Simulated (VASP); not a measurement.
# Ni (Fm-3m) in VASP: single point with PBE

Aim: the single point of Ni with PBE.

All numbers are computed with VASP 6.6.1; they aren't measurements. Logs are shortened: lines on timing, memory, paths and dates and some standing lists are left out, and cuts for length are marked.

## Step 1: The cell of the first run

Symmetry: Fm-3m, No. 225, cubic system. Conventional cell: a = 3.444 Å, b = 3.444 Å, c = 3.444 Å, α = 90.00°, β = 90.00°, γ = 90.00°. Within 3.2 Å of Ni (site symmetry m-3m) lie 12 Ni at 2.44 Å.

## Step 2: Single point, PBE

INCAR

```
SYSTEM = Ni
  PREC = Accurate
  ENCUT = 600
  EDIFF = 1E-6
  ISMEAR = -1
  SIGMA = 0.1
  LREAL = .False.
  LASPH = .True.
  NELM = 120
  ALGO = Normal
  ISIF = 2
  LWAVE = .False.
  LCHARG = .False.
  GGA = PE
  NBANDS = 11
  GGA_COMPAT = .False.
```

KPOINTS

```
Automatic mesh
0
Gamma
  17 17 17
  0 0 0
```

POSCAR

```
Ni
1.0
    0.0000000000      1.7218910000      1.7218910000
    1.7218910000      0.0000000000      1.7218910000
    1.7218910000      1.7218910000      0.0000000000
Ni
1
Direct
    0.0000000000      0.0000000000      0.0000000000
```

Potentials or basis: VASP PAW PBE potentials, release 64 (Ni).

The run is started by

```
cat potpaw_PBE.64/Ni/POTCAR > POTCAR
mpirun -np 1 vasp_std > vasp.out
```

OUTCAR:

```text
SYSTEM = Ni
   PREC = Accurate
   ENCUT = 600
   EDIFF = 1E-6
   ISMEAR = -1
   LREAL = .False.
   LASPH = .True.
   NELM = 120
   ISIF = 2
   GGA = PE

 ion  position               nearest neighbor table
   1  0.000  0.000  0.000-

  LATTYP: Found a face centered cubic cell.
 ALAT       =     3.4437820000

  Lattice vectors:

 A1 = (   0.0000000000,   1.7218910000,   1.7218910000)
 A2 = (   1.7218910000,   0.0000000000,   1.7218910000)
 A3 = (   1.7218910000,   1.7218910000,   0.0000000000)

Analysis of symmetry for initial positions (statically):
=====================================================================
 Subroutine PRICEL returns:
 Original cell was already a primitive cell.

 Routine SETGRP: Setting up the symmetry group for a
 face centered cubic supercell.

 Subroutine GETGRP returns: Found 48 space group operations
[... 9 lines left out ...]

 Routine SETGRP: Setting up the symmetry group for a
 face centered cubic supercell.

 Subroutine GETGRP returns: Found 48 space group operations
 (whereof 48 operations were pure point group operations)
 out of a pool of 48 trial point group operations.

The dynamic configuration has the point symmetry O_h .

 Subroutine INISYM returns: Found 48 space group operations
 (whereof 48 operations are pure point group operations),
 and found     1 'primitive' translations

----------------------------------------------------------------------------------------

                                     Primitive cell

  volume of cell :      10.2105

  direct lattice vectors                    reciprocal lattice vectors
     0.000000000  1.721891000  1.721891000    -0.290378427  0.290378427  0.290378427
     1.721891000  0.000000000  1.721891000     0.290378427 -0.290378427  0.290378427
     1.721891000  1.721891000  0.000000000     0.290378427  0.290378427 -0.290378427

  length of vectors
     2.435121605  2.435121605  2.435121605     0.502950189  0.502950189  0.502950189

  position of ions in fractional coordinates (direct lattice)
     0.000000000  0.000000000  0.000000000

  ion indices of the primitive-cell ions
   primitive index   ion index
                 1           1

----------------------------------------------------------------------------------------

 KPOINTS: Automatic mesh

Automatic generation of k-mesh.
 Grid dimensions read from file:
 generate k-points for:   17   17   17

 Generating k-lattice:

  Cartesian coordinates                     Fractional coordinates (reciprocal lattice)
    -0.017081084  0.017081084  0.017081084     0.058823529  0.000000000  0.000000000
     0.017081084 -0.017081084  0.017081084     0.000000000  0.058823529  0.000000000
     0.017081084  0.017081084 -0.017081084     0.000000000  0.000000000  0.058823529

  Length of vectors
     0.029585305  0.029585305  0.029585305

  Shift w.r.t. Gamma in fractional coordinates (k-lattice)
     0.000000000  0.000000000  0.000000000

 Subroutine IBZKPT returns following result:
 ===========================================

 Found    165 irreducible k-points:

 Following reciprocal coordinates:
            Coordinates               Weight
  0.000000  0.000000  0.000000      1.000000
  0.058824  0.000000  0.000000      8.000000
  0.117647  0.000000  0.000000      8.000000
  0.176471  0.000000  0.000000      8.000000
  0.235294  0.000000  0.000000      8.000000
  0.294118  0.000000  0.000000      8.000000
[... 16 lines left out ...]
 -0.176471  0.058824  0.000000     24.000000
 -0.117647  0.058824  0.000000     24.000000
 [... further k-points ...]
   k-points           NKPTS =    165   k-points in BZ     NKDIM =    165   number of bands    NBANDS=     11
   number of dos      NEDOS =    301   number of ions     NIONS =      1
   total plane-waves  NPLWV =   8000
   dimension x,y,z NGX =    20 NGY =   20 NGZ =   20
   dimension x,y,z NGXF=    40 NGYF=   40 NGZF=   40
   ions per type =               1
   NGX,Y,Z   is equivalent  to a cutoff of  13.65, 13.65, 13.65 a.u.
   NGXF,Y,Z  is equivalent  to a cutoff of  27.31, 27.31, 27.31 a.u.
 SYSTEM =  Ni
   PREC   = accura    normal or accurate (medium, high low for compatibility)
   ISTART =      0    job   : 0-new  1-cont  2-samecut
   ICHARG =      2    charge: 1-file 2-atom 10-const
   ISPIN  =      1    spin polarized calculation?
   LNONCOLLINEAR =      F non collinear calculations
   LSORBIT =      F    spin-orbit coupling
   LASPH  =      T    aspherical Exc in radial PAW
   ENCUT  =  600.0 eV  44.10 Ry    6.64 a.u.   4.86  4.86  4.86*2*pi/ulx,y,z
   NELM   =    120;   NELMIN=  2; NELMDL= -5     # of ELM steps
   EDIFF  = 0.1E-05   stopping-criterion for ELM
   LREAL  =      F    real-space projection
   EDIFFG = 0.1E-04   stopping-criterion for IOM
   NSW    =      0    number of steps for IOM
   IBRION =     -1    ionic relax: 0-MD 1-quasi-New 2-CG
   NFREE  =      0    steps in history (QN), initial steepest desc. (CG)
   ISIF   =      2    stress and relaxation
   ISYM   =      2    0-nonsym 1-usesym 2-fastsym
   POTIM  = 0.5000    time-step for ionic-motion
   TEBEG  =    0.0;   TEEND  =   0.0 temperature during run
   PSTRESS=    0.0 pullay stress
   NELECT =      10.0000    total number of electrons
   NUPDOWN=      -1.0000    fix difference up-down
   EMIN   =  10.00;   EMAX   =-10.00  energy-range for DOS
   EFERMI =   0.00;   METHOD = LEGACY
   ISMEAR =    -1;   SIGMA  =   0.10  broadening in eV -4-tet -1-fermi 0-gaus
   EFERMI_NEDOS =   21; number of points for ismear=-14 and -15
   IALGO  =     38    algorithm
   IMIX   =      4    mixing-type and parameters
     AMIX     =   0.40;   BMIX     =  1.00
     AMIX_MAG =   1.60;   BMIX_MAG =  1.00
  volume/ion in A,a.u.               =      10.21        68.90
  Fermi-wavevector in a.u.,A,eV,Ry     =   1.625770  3.072260 35.961953  2.643129
  Thomas-Fermi vector in A             =   2.718839
   LORBIT       =      0    0 simple, 1 ext, 2 COOP (PROOUT), +10 PAW based schemes
   GGA     = PE    functional components
   LHFCALC =     F    Hartree Fock is set to
   AEXX    =    0.0000 exact exchange contribution
   IVDW    =     0    specifies the selected vdW correction
   LEPSILON=     F    determine dielectric tensor
   LRPA    =     F    only Hartree local field effects (RPA)
 non-spin polarized calculation
  energy-cutoff  :      600.00
  volume of cell :       10.21
 maximum number of plane-waves:       350
   NGX =  9   NGY =  9   NGZ =  9

 number of electron      10.0000000 magnetization

 number of electron       9.9999992 magnetization

 Free energy of the ion-electron system (eV)
  ---------------------------------------------------
  ext. energy  EPLUGINS =         0.00000000
  ---------------------------------------------------
  free energy    TOTEN  =        -5.43934658 eV

  energy without entropy =       -5.35637621  energy(sigma->0) =       -5.39786140

 E-fermi :  10.1453     XC(G=0): -13.6337

 val. band max:       10.1290555236   @ k =  -0.4706   0.2941   0.0588
 cond. band min:      10.1494821756   @ k =   0.4706   0.1765   0.0000
 fundamental gap:      0.0204266520
 Fermi energy:        10.1453388061

 k-point     1 :       0.0000    0.0000    0.0000
  band No.  band energies     occupation
      1       0.8291      2.00000
      2       8.0952      2.00000
      3       8.0952      2.00000
      4       8.0952      2.00000
      5       9.2997      1.99958
      6       9.2997      1.99958
      7      34.4919      0.00000
      8      38.9178      0.00000
      9      38.9178      0.00000
     10      38.9178      0.00000
     11      42.1626      0.00000

 k-point     2 :       0.0588    0.0000    0.0000
  band No.  band energies     occupation
      1       0.9712      2.00000
      2       8.0537      2.00000
      3       8.1290      2.00000
      4       8.1290      2.00000
      5       9.2847      1.99963
      6       9.2847      1.99963
      7      34.1318      0.00000
      8      37.1770      0.00000
      9      38.6271      0.00000
     10      38.6271      0.00000
     11      42.5999      0.00000

 k-point     3 :       0.1176    0.0000    0.0000
  band No.  band energies     occupation
      1       1.3906      2.00000
      2       7.9422      2.00000
      3       8.2152      2.00000
      4       8.2152      2.00000
      5       9.2551      1.99973
      6       9.2551      1.99973
      7      32.2409      0.00000
      8      35.7979      0.00000
      9      38.0480      0.00000
     10      38.0480      0.00000
     11      43.0888      0.00000

 k-point     4 :       0.1765    0.0000    0.0000
  band No.  band energies     occupation
      1       2.0627      2.00000
      2       7.7989      2.00000
      3       8.3031      2.00000
      4       8.3031      2.00000
      5       9.2596      1.99972
      6       9.2596      1.99972
      7      29.2763      0.00000
      8      35.3128      0.00000
      9      37.4751      0.00000
     10      37.4751      0.00000
     11      43.0735      0.00000

 k-point     5 :       0.2353    0.0000    0.0000
  band No.  band energies     occupation
      1       2.9332      2.00000
      2       7.6911      2.00000
      3       8.3240      2.00000
      4       8.3240      2.00000
      5       9.3614      1.99921
      6       9.3614      1.99921
      7      26.2196      0.00000
      8      34.8170      0.00000
      9      36.9990      0.00000
     10      36.9990      0.00000
     11      42.8630      0.00000
[... 211 lines left out ...]
 k-point    21 :      -0.2941    0.0588    0.0000
  band No.  band energies     occupation
      1       4.2890      2.00000
      2       7.7269      2.00000
      3       8.2039      2.00000
      4       8.2829      2.00000
      5       9.4840      1.99732
      6       9.8969      1.84606
      7      22.4600      0.00000
      8      32.5282      0.00000
      9      35.7707      0.00000
     10      38.5164      0.00000
     11      39.6566      0.00000

 k-point    22 :      -0.2353    0.0588    0.0000
  band No.  band energies     occupation
      1       3.3608      2.00000
      2       7.6208      2.00000
      3       8.2957      2.00000
      4       8.3665      2.00000
      5       9.2465      1.99975
      6       9.6350      1.98792
      7      25.3165      0.00000
      8      32.8782      0.00000
      9      36.5085      0.00000
     10      39.0441      0.00000
     11      40.9186      0.00000

 k-point    23 :      -0.1765    0.0588    0.0000
  band No.  band energies     occupation
      1       2.4515      2.00000
      2       7.7030      2.00000
      3       8.3297      2.00000
      4       8.3713      2.00000
      5       9.1209      1.99993
      6       9.4436      1.99821
      7      28.3421      0.00000
      8      33.3580      0.00000
      9      37.1563      0.00000
     10      39.3420      0.00000
     11      41.3942      0.00000

 k-point    24 :      -0.1176    0.0588    0.0000
  band No.  band energies     occupation
      1       1.7099      2.00000
      2       7.8467      2.00000
      3       8.2802      2.00000
      4       8.2835      2.00000
      5       9.1371      1.99992
      6       9.3477      1.99931
      7      31.3610      0.00000
      8      34.0313      0.00000
      9      37.4572      0.00000
     10      39.5895      0.00000
     11      41.6595      0.00000

 [... further k-points ...]
[... 5 lines left out ...]
  --------------------------------------------------------------------------------------
  -------------------------------------------------------------------------------------
  Total        0.8894565      0.8894565      0.8894565      0.0000000      0.0000000     -0.0000000
  in kB      139.5687951    139.5687951    139.5687951      0.0000000      0.0000000     -0.0000000
  external PRESSURE =     139.5687951 kB  Pullay stress =       0.0000000 kB

 VOLUME and BASIS-vectors are now :
 -----------------------------------------------------------------------------
  energy-cutoff  :      600.00
  volume of cell :       10.21
      direct lattice vectors                 reciprocal lattice vectors
     0.000000000  1.721891000  1.721891000    -0.290378427  0.290378427  0.290378427
     1.721891000  0.000000000  1.721891000     0.290378427 -0.290378427  0.290378427
     1.721891000  1.721891000  0.000000000     0.290378427  0.290378427 -0.290378427

 POSITION                                       TOTAL-FORCE (eV/Angst)
 -----------------------------------------------------------------------------------
      0.00000      0.00000      0.00000         0.000000      0.000000      0.000000
 -----------------------------------------------------------------------------------
    total drift:                               -0.000000     -0.000000     -0.000000

  FREE ENERGIE OF THE ION-ELECTRON SYSTEM (eV)
  ---------------------------------------------------
  free  energy   TOTEN  =        -5.4393465842 eV

  energy  without entropy=       -5.3563762079  energy(sigma->0) =       -5.39786140
```

Run time: 40 s. Hardware: 1 thread of AMD EPYC 7R43 (Zen 3), shared host; peak memory 0.1 GiB.

What came out:

```
Free energy            : -5.4393 eV
Pressure               : 14.0 GPa
Band gap on the k mesh : zero (band 5 reaches 10.30 eV, above the bottom of band 6 at 9.26 eV)
```

Levels at points of the mesh, in eV from the Fermi level:
```tsv
k point	band 3	band 4	band 5	band 6	band 7	band 8
(0.00, 0.00, 0.00)	-2.05	-2.05	-0.85	-0.85	24.35	28.77
```

Caveat: the run has no spin polarisation, though such a crystal can be magnetic. Spin polarisation is off, so any magnetic state and its effect on volume and gap are missing.
